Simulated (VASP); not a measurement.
# Mg3Sb2 (P-3m1) in VASP: a series of runs, part 2 of 2

VASP 6.6.1.

**3. Relaxation of cell and atoms, PBE**

This run uses another cell than the first one, of 25.53 Å³/atom, 0.991 times its volume.

Input file INCAR:

```
SYSTEM = Mg3Sb2
PREC = Accurate
ENCUT = 600
EDIFF = 1E-7
ISMEAR = -1
SIGMA = 0.02
LREAL = .FALSE.
LASPH = .TRUE.
NELM = 120
ALGO = Normal
ISIF = 3
LWAVE = .FALSE.
LCHARG = .FALSE.
GGA = PE
IBRION = 2
NSW = 80
EDIFFG = -0.005
GGA_COMPAT = .FALSE.
NELMIN = 4
```

Input file KPOINTS:

```
Automatic mesh
0
G
  6 6 4
  0 0 0
```

Input file POSCAR:

```
Mg3Sb2
1.0
    4.5166701600      0.0000000000      0.0000000000
   -2.2583350800      3.9115510991      0.0000000000
    0.0000000000      0.0000000000      7.2266722560
Mg Sb
3 2
Direct
    0.0000000000      0.0000000000      0.0000000000
    0.3333333333      0.6666666667      0.6300000000
    0.6666666667      0.3333333333      0.3700000000
    0.3333333333      0.6666666667      0.2400000000
    0.6666666667      0.3333333333      0.7600000000
```

Potentials or basis: VASP PAW PBE potentials, release 64 (Mg, Sb).

Run with:

```
$ cat potpaw_PBE.64/Mg/POTCAR potpaw_PBE.64/Sb/POTCAR > POTCAR
$ mpirun -np 1 vasp_std > vasp.out
```

It took 2.9 min on 1 thread of Intel Xeon Platinum 8488C (Sapphire Rapids), shared host; peak memory 0.3 GiB.

Results (log left out):

```
Free energy                            : -14.6345 eV
Relaxed volume                         : 26.62 Å³/atom
Relaxed cell                           : a = 4.600 Å, b = 4.600 Å, c = 7.263 Å, α = 90.00°, β = 90.00°, γ = 120.00°
Space group after relaxing (to 0.05 Å) : P-3m1 (No. 164)
Energy gained by relaxing              : 26.5 meV/atom
Ionic steps                            : 11
Pressure after relaxing                : 0.0 GPa
Largest force after relaxing           : 0.004 eV/Å
Band gap on the k mesh                 : 0.24 eV, indirect (least direct gap 0.99 eV)
```

Forces in eV/Å, atoms in the order of the input:
```
Mg   0.000  0.000  0.000
Mg   0.000  0.000 -0.004
Mg   0.000  0.000  0.004
Sb   0.000  0.000  0.000
Sb   0.000  0.000  0.000
```

Step by step:
```csv
step,energy change (eV),largest force (eV/Å),pressure (GPa),volume (Å³)
1,0.0000,0.8382,2.89,127.67
2,-0.1036,0.3112,-0.62,136.39
3,-0.1038,0.3307,-0.49,136.00
4,-0.1177,0.2423,-0.32,135.03
5,-0.1320,0.0260,0.19,132.55
6,-0.1321,0.0228,0.16,132.68
7,-0.1327,0.0105,-0.07,133.29
8,-0.1327,0.0124,-0.04,133.20
9,-0.1327,0.0055,0.00,133.06
10,-0.1327,0.0054,0.00,133.06
11,-0.1327,0.0038,0.00,133.08
```

Final structure:
```xyz
5
Lattice="4.5997 0.0000 0.0000 -2.2998 3.9834 0.0000 0.0000 0.0000 7.2630" Properties=species:S:1:pos:R:3 pbc="T T T"
Mg   -2.2998    3.9834    0.0000
Mg    0.0000    2.6556    4.5930
Mg    2.2998    1.3278    2.6700
Sb    0.0000    2.6556    1.6369
Sb    2.2998    1.3278    5.6260
```

Levels at points of the mesh, in eV from the valence-band top:
```csv
k point,band 6,band 7,band 8,band 9,band 10,band 11
"(0.00, 0.00, 0.00)",-0.41,-0.41,0.00,0.99,1.15,3.01
"(0.50, 0.00, 0.00)",-2.29,-2.19,-0.89,0.34,1.91,2.14
"(0.00, 0.00, 0.50)",-0.79,-0.74,-0.74,1.71,1.77,2.66
"(0.50, 0.00, 0.50)",-1.68,-1.62,-1.51,0.41,1.31,1.69
```

Caveat: spin-orbit coupling is left out, which moves the levels of the heavy elements.

**4. Relaxation of cell and atoms, PBEsol**

This run uses another cell than the first one, of 26.61 Å³/atom, 1.033 times its volume.

Input file INCAR:

```
ALGO = Normal
EDIFF = 1E-7
EDIFFG = -0.005
ENCUT = 600
GGA = PS
GGA_COMPAT = False
IBRION = 2
ISIF = 3
ISMEAR = -1
LASPH = True
LCHARG = False
LREAL = False
LWAVE = False
NELM = 120
NELMIN = 4
NSW = 80
PREC = Accurate
SIGMA = 0.02
```

Input file KPOINTS:

```
k-points
0
Gamma
  6 6 4
```

Input file POSCAR:

```
Mg3Sb2
1.0
    4.5992176576      0.0000000000      0.0000000000
   -2.2996088288      3.9830393290      0.0000000000
    0.0000000000      0.0000000000      7.2617239258
Mg Sb
3 2
Direct
    0.0000000000      0.0000000000      0.0000000000
    0.3333333333      0.6666666667      0.6325350875
    0.6666666667      0.3333333333      0.3674649125
    0.3333333333      0.6666666667      0.2257422594
    0.6666666667      0.3333333333      0.7742577406
```

Potentials or basis: VASP PAW PBE potentials, release 64 (Mg, Sb).

Run with:

```
$ cat potpaw_PBE.64/Mg/POTCAR potpaw_PBE.64/Sb/POTCAR > POTCAR
$ mpirun -np 1 vasp_std > vasp.out
```

OUTCAR:

```text
EDIFF = 1E-7
   EDIFFG = -0.005
   ENCUT = 600
   GGA = PS
   IBRION = 2
   ISIF = 3
   ISMEAR = -1
   LASPH = True
   LREAL = False
   NELM = 120
   NELMIN = 4
   NSW = 80
   PREC = Accurate

 ion  position               nearest neighbor table
   1  0.000  0.000  0.000-   4 3.12   5 3.12   4 3.12   5 3.12   5 3.12   4 3.12
   2  0.333  0.667  0.633-   5 2.85   5 2.85   5 2.85   4 2.95   3 3.28   3 3.28   3 3.28
   3  0.667  0.333  0.367-   4 2.85   4 2.85   4 2.85   5 2.95   2 3.28   2 3.28   2 3.28
   4  0.333  0.667  0.226-   3 2.85   3 2.85   3 2.85   2 2.95   1 3.12   1 3.12   1 3.12
   5  0.667  0.333  0.774-   2 2.85   2 2.85   2 2.85   3 2.95   1 3.12   1 3.12   1 3.12

  LATTYP: Found a hexagonal cell.
 ALAT       =     4.5992176576
 C/A-ratio  =     1.5789041673

  Lattice vectors:

 A1 = (   4.5992176576,   0.0000000000,   0.0000000000)
 A2 = (  -2.2996088288,   3.9830393290,   0.0000000000)
 A3 = (   0.0000000000,   0.0000000000,   7.2617239258)

Analysis of symmetry for initial positions (statically):
=====================================================================
 Subroutine PRICEL returns:
 Original cell was already a primitive cell.

 Routine SETGRP: Setting up the symmetry group for a
 hexagonal supercell.

 Subroutine GETGRP returns: Found 12 space group operations
 (whereof 12 operations were pure point group operations)
 out of a pool of 24 trial point group operations.

The static configuration has the point symmetry D_3d.

Analysis of symmetry for dynamics (positions and initial velocities):
=====================================================================
 Subroutine PRICEL returns:
 Original cell was already a primitive cell.

 Routine SETGRP: Setting up the symmetry group for a
 hexagonal supercell.

 Subroutine GETGRP returns: Found 12 space group operations
 (whereof 12 operations were pure point group operations)
 out of a pool of 24 trial point group operations.

The dynamic configuration has the point symmetry D_3d.

 Subroutine INISYM returns: Found 12 space group operations
 (whereof 12 operations are pure point group operations),
[... 115 lines left out ...]
   EFERMI =   0.00;   METHOD = LEGACY
   ISMEAR =    -1;   SIGMA  =   0.02  broadening in eV -4-tet -1-fermi 0-gaus
   EFERMI_NEDOS =   21; number of points for ismear=-14 and -15
   IALGO  =     38    algorithm
   IMIX   =      4    mixing-type and parameters
     AMIX     =   0.40;   BMIX     =  1.00
     AMIX_MAG =   1.60;   BMIX_MAG =  1.00
  volume/ion in A,a.u.               =      26.61       179.54
  Fermi-wavevector in a.u.,A,eV,Ry     =   0.808107  1.527100  8.885101  0.653036
  Thomas-Fermi vector in A             =   1.916851
   LORBIT       =      0    0 simple, 1 ext, 2 COOP (PROOUT), +10 PAW based schemes
   GGA     = PS    functional components
   LHFCALC =     F    Hartree Fock is set to
   AEXX    =    0.0000 exact exchange contribution
   IVDW    =     0    specifies the selected vdW correction
   LEPSILON=     F    determine dielectric tensor
   LRPA    =     F    only Hartree local field effects (RPA)
 conjugate gradient relaxation of ions
 non-spin polarized calculation
  energy-cutoff  :      600.00
  volume of cell :      133.03
 maximum number of plane-waves:      4458
 NGX is ok and might be reduce to    40
   NGX = 19   NGY = 19   NGZ = 29

--------------------------------------- Ionic step        1  -------------------------------------------

 number of electron      16.0000000 magnetization

 Free energy of the ion-electron system (eV)
  ---------------------------------------------------
  ext. energy  EPLUGINS =         0.00000000
  ---------------------------------------------------
  free energy    TOTEN  =       -16.13193140 eV

  energy without entropy =      -16.13190293  energy(sigma->0) =      -16.13191717

------------------------ aborting loop because EDIFF is reached ----------------------------------------

  FORCE on cell =-STRESS in cart. coord.  units (eV):
  Direction    XX          YY          ZZ          XY          YZ          ZX
  --------------------------------------------------------------------------------------
  -------------------------------------------------------------------------------------
  Total       -1.0535592     -1.0535592     -1.0561024     -0.0000000      0.0000000      0.0000000
  in kB      -12.6891120    -12.6891120    -12.7197428     -0.0000000      0.0000000      0.0000000
  external PRESSURE =     -12.6993222 kB  Pullay stress =       0.0000000 kB
[... 182 lines left out ...]
--------------------------------------- Ionic step        6  -------------------------------------------

 number of electron      16.0000000 magnetization

 Free energy of the ion-electron system (eV)
  ---------------------------------------------------
  ext. energy  EPLUGINS =         0.00000000
  ---------------------------------------------------
  free energy    TOTEN  =       -16.14823900 eV

  energy without entropy =      -16.14817967  energy(sigma->0) =      -16.14820933

 E-fermi :   4.6331     XC(G=0):  -8.9447

 val. band max:        4.5540834597   @ k =   0.0000   0.0000   0.0000
 cond. band min:       4.7296901197   @ k =   0.3333   0.3333   0.0000
 fundamental gap:      0.1756066600
 Fermi energy:         4.6330513591

 k-point     1 :       0.0000    0.0000    0.0000
  band No.  band energies     occupation
      1      -5.9018      2.00000
      2      -4.5956      2.00000
      3      -0.4923      2.00000
      4       3.3754      2.00000
      5       3.3754      2.00000
      6       4.1018      2.00000
      7       4.1018      2.00000
      8       4.5541      1.96216
      9       5.6313      0.00000
     10       5.6837      0.00000
     11       7.5267      0.00000
     12       7.5267      0.00000
[... 375 lines left out ...]
  FREE ENERGIE OF THE ION-ELECTRON SYSTEM (eV)
  ---------------------------------------------------
  free  energy   TOTEN  =       -16.1482390019 eV

  energy  without entropy=      -16.1481796674  energy(sigma->0) =      -16.14820933

 reached required accuracy - stopping structural energy minimisation
```

Run time: 2 min. Hardware: 1 thread of Intel Xeon Platinum 8488C (Sapphire Rapids), shared host; peak memory 0.33 GiB.

What came out:

- Free energy: -16.1482 eV
- Relaxed volume: 25.81 Å³/atom
- Relaxed cell: a = 4.557 Å, b = 4.557 Å, c = 7.177 Å, α = 90.00°, β = 90.00°, γ = 120.00°
- Space group after relaxing (to 0.05 Å): P-3m1 (No. 164)
- Energy gained by relaxing: 3.3 meV/atom
- Ionic steps: 6
- Pressure after relaxing: 0.0 GPa
- Largest force after relaxing: 0.003 eV/Å
- Band gap on the k mesh: 0.18 eV, indirect (least direct gap 1.08 eV)

Forces on the atoms (eV/Å):
```
Mg   0.000  0.000  0.000
Mg   0.000  0.000 -0.003
Mg   0.000  0.000  0.003
Sb   0.000  0.000  0.000
Sb   0.000  0.000  0.000
```

The path:
| step | energy change (eV) | largest force (eV/Å) | pressure (GPa) | volume (Å³) |
| --- | --- | --- | --- | --- |
| 1 | 0.0000 | 0.0140 | -1.27 | 133.03 |
| 2 | -0.0151 | 0.0806 | 0.11 | 129.01 |
| 3 | -0.0152 | 0.0757 | 0.01 | 129.29 |
| 4 | -0.0157 | 0.0552 | 0.00 | 129.23 |
| 5 | -0.0163 | 0.0126 | 0.00 | 129.11 |
| 6 | -0.0163 | 0.0035 | 0.00 | 129.07 |

Final structure:
```
CELL_PARAMETERS angstrom
4.55693 0.00000 0.00000
-2.27846 3.94642 0.00000
0.00000 0.00000 7.17719
ATOMIC_POSITIONS crystal
Mg 0.00000 0.00000 0.00000
Mg 0.33333 0.66667 0.63275
Mg 0.66667 0.33333 0.36725
Sb 0.33333 0.66667 0.22379
Sb 0.66667 0.33333 0.77621
```

Caveat: the PAW data sets were made with another functional, which shifts forces and pressure a little; spin-orbit coupling is left out, which moves the levels of the heavy elements. A k mesh can miss the band edges.

**5. The runs side by side**

| task | level | cell | cutoff (eV) | gap on the mesh (eV) | pressure (GPa) | relaxed volume (Å³/atom) |
| --- | --- | --- | --- | --- | --- | --- |
| single point | PBEsol | a = 4.554, b = 4.554, c = 7.171 Å, angles 90.0, 90.0, 120.0°, 5 atoms | 520 | 0.17 | 0.1 | - |
| relaxation of cell and atoms | PBE | relaxed from a = 4.517, b = 4.517, c = 7.227 Å, angles 90.0, 90.0, 120.0°, 5 atoms | 600 | 0.24 | 0.0 | 26.62 |
| relaxation of cell and atoms | PBEsol | relaxed from a = 4.599, b = 4.599, c = 7.262 Å, angles 90.0, 90.0, 120.0°, 5 atoms | 600 | 0.18 | 0.0 | 25.81 |

Alike in all rows: potentials or basis VASP PAW PBE potentials, release 64 (Mg, Sb); no spin polarisation; k mesh 6 × 6 × 4; smearing fermi-dirac 0.02 eV.

Caveats: spin-orbit coupling is left out, which moves the levels of the heavy elements; the PAW data sets were made with another functional, which shifts forces and pressure a little (some runs).

Absolute energies hang on the potentials; compare differences alone.
